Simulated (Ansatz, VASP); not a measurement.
## One calculation of CaSe, two programs

File INCAR:

```
SYSTEM = CaSe
PREC = Accurate ; ENCUT = 600
EDIFF = 1E-6 ; ISMEAR = -1
SIGMA = 0.1 ; LREAL = .FALSE.
LASPH = .TRUE. ; NELM = 100
ALGO = Normal ; ISIF = 3
LWAVE = .FALSE. ; LCHARG = .FALSE.
GGA = PS ; IBRION = 2
NSW = 100 ; EDIFFG = -0.002
```

File KPOINTS:

```
Automatic mesh
0
G
  10 10 10
  0 0 0
```

Contents of POSCAR:

```
CaSe
1.0
    0.0000000000      2.9560000000      2.9560000000
    2.9560000000      0.0000000000      2.9560000000
    2.9560000000      2.9560000000      0.0000000000
Ca Se
1 1
Direct
    0.0000000000      0.0000000000      0.0000000000
    0.5000000000      0.5000000000      0.5000000000
```

Input for Ansatz:

```yaml
crystal:
  lattice:
    - [0.0, 2.956, 2.956]
    - [2.956, 0.0, 2.956]
    - [2.956, 2.956, 0.0]
  atoms:
    - { symbol: Ca, position: [0.0, 0.0, 0.0] }
    - { symbol: Se, position: [0.5, 0.5, 0.5] }
kpoints:
  mp_grid: { grid: [10, 10, 10] }
scf:
  occupations: { method: fermi_dirac, width: 0.1 }
hamiltonian:
  xc: pbesol
  pseudopotentials: { kind: paw }
relax:
  f_tol: 0.002
  max_steps: 80
  cell: {}
output:
  forces: true
  stress: true
```

Alike in both runs: task relaxation of cell and atoms; functional PBEsol; k mesh 10 × 10 × 10; occupations fermi-dirac, width 0.1 eV; no spin polarisation.

```csv
,VASP,Ansatz
version,VASP 6.6.1,Ansatz 0.2.0
potentials or method,"VASP PAW PBE potentials, release 64 (Ca_sv, Se)","PAW with Ansatz's default frozen-core files, scalar-relativistic"
plane-wave cutoff (eV),600,420
valence electrons in the cell,16,26
```

|  | VASP | Ansatz | Ansatz less VASP |
| --- | --- | --- | --- |
| relaxed volume (Å³/atom) | 25.37 | 25.27 | -0.103 |
| relaxed cell length with the largest relative difference (Å) | 4.156 | 4.150 | -0.0056 |

VASP's potentials were made for PBE, not for PBEsol. VASP's potentials hold 16 valence electrons a cell and Ansatz's 26, so a difference there can come from the potentials and not from the codes.
